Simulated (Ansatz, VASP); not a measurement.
# As: VASP beside Ansatz

Contents of POSCAR:

```
As
1.0
    2.9794804000     -0.1006165900      0.3237709600
   -0.1006165900      2.5830128800      0.2618843200
    0.3237709600      0.2618843200      2.5485519600
As
1
Direct
    0.5000000000      0.5000000000      0.5000000000
```

File INCAR.step1:

```
ALGO = Normal ; EDIFF = 1E-5
ENCUT = 400 ; GGA = PE
GGA_COMPAT = False ; ISIF = 2
ISMEAR = -1 ; LASPH = True
LREAL = False ; LWAVE = True
NBANDS = 8 ; NELM = 120
PREC = Accurate ; SIGMA = 0.05
```

File INCAR.step2:

```
AEXX = 0.2 ; AGGAC = 0.81
AGGAX = 0.72 ; ALDAC = 0.19
ALGO = Normal ; EDIFF = 1E-6
ENCUT = 400 ; GGA = B3
GGA_COMPAT = False ; ISIF = 2
ISMEAR = -1 ; ISTART = 1
LASPH = True ; LCHARG = True
LELF = True ; LHFCALC = True
LREAL = False ; LVHAR = True
LWAVE = False ; NBANDS = 8
NELM = 120 ; PREC = Accurate
PRECFOCK = Normal ; SIGMA = 0.05
```

Contents of KPOINTS:

```
k-points
0
Gamma
  5 5 6
```

The input input:

```
crystal:
  lattice:
    - [2.9794804, -0.10061659, 0.32377096]
    - [-0.10061659, 2.58301288, 0.26188432]
    - [0.32377096, 0.26188432, 2.54855196]
  atoms:
    - { symbol: As, position: [0.5, 0.5, 0.5] }
hamiltonian:
  xc: b3lyp
  pseudopotentials: { kind: paw }
kpoints:
  mp_grid: { grid: [5, 5, 6] }
scf:
  occupations: { method: fermi_dirac, width: 0.05 }
output:
  forces: true
  stress: true
  eigenvalues: true
```

Change from the starting cell: cell sheared at random, sigma 0.1, atoms nudged by 0.01 Å.

Alike in both runs: task single point; functional B3LYP; k mesh 5 × 5 × 6; occupations fermi-dirac, width 0.05 eV; no spin polarisation.

```csv
,VASP,Ansatz
version,VASP 6.6.1,Ansatz 0.2.0
potentials or method,"VASP PAW PBE potentials, release 64 (As)",Ansatz PAW
plane-wave cutoff (eV),400,420
valence electrons in the cell,5,15
```

Ansatz gave:

| Item | Value |
| --- | --- |
| gap on the k mesh at the Fermi level (eV) | none |
| pressure (GPa) | 10.3 |
| traceless stress, the component that is largest in VASP (GPa) | -10.67 |

Q: Which values does VASP return?

A: gap on the k mesh at the Fermi level (eV): none; pressure (GPa): 10.2; traceless stress, the component that is largest in VASP (GPa): -10.70.

VASP's potentials were made for PBE, not for B3LYP. A gap of «none» marks a metal or a gap that the smearing closes. With one functional, cell and mesh, what is left measures potentials, basis and numerics. VASP's potentials hold 5 valence electrons a cell and Ansatz's 15, so a difference there can come from the potentials and not from the codes.

The k mesh is coarse, so the values compare programs but aren't converged.
